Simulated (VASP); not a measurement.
Wanted: the native input for a VASP 6.6.1 run.

```yaml
Task: single point
Functional: PBEsol
Potentials_or_basis: VASP PAW PBE potentials, release 64 (Ga_d)
Cutoff: 520 eV
k_mesh: 6 × 6 × 6
Occupations: fermi-dirac, width 0.15 eV
Spin: no spin polarisation
Dipole_correction: no
Further_INCAR_settings: ALGO = Normal; EDIFF = 1e-06; NBANDS = 48
```

The structure of Ga lies in POSCAR:

```
Ga
1.0
   -2.9555295996      2.9555295996      2.9555295996
    2.9555295996     -2.9555295996      2.9555295996
    2.9555295996      2.9555295996     -2.9555295996
Ga
6
Direct
    0.2500000000      0.6250000000      0.3750000000
    0.3750000000      0.2500000000      0.6250000000
    0.7500000000      0.8750000000      0.1250000000
    0.1250000000      0.7500000000      0.8750000000
    0.6250000000      0.3750000000      0.2500000000
    0.8750000000      0.1250000000      0.7500000000
```

One way to write it, as run:

INCAR

```
PREC     = Accurate       # precision mode
ENCUT    = 520            # plane-wave cutoff, eV
EDIFF    = 1E-6           # SCF threshold, eV
ISMEAR   = -1             # smearing method
SIGMA    = 0.15           # smearing width, eV
LREAL    = False          # projectors in reciprocal space
LASPH    = True           # aspherical terms in the spheres
NELM     = 60             # most SCF steps
ALGO     = Normal         # electronic algorithm
ISIF     = 2              # what is computed and relaxed
LWAVE    = False          # write WAVECAR
LCHARG   = False          # write CHGCAR
GGA      = PS             # functional
NBANDS   = 48             # bands
```

KPOINTS

```
Automatic mesh
0
Gamma
  6 6 6
```

Potentials or basis: VASP PAW PBE potentials, release 64 (Ga_d).

Command:

```console
$ cat potpaw_PBE.64/Ga_d/POTCAR > POTCAR
$ mpirun -np 1 vasp_std > vasp.out
```

It gave:

| Quantity | Value |
| --- | --- |
| Pressure | 2.0 GPa |
| Band gap on the k mesh | zero (bands 39 and 40 overlap by 4.01 eV) |

Caveat: the PAW data sets were made with another functional, which shifts forces and pressure a little.

Wall time 34 s on 1 thread of Intel(R) Xeon(R) 6975P-C (Granite Rapids) (shared host), peak memory 0.25 GiB.
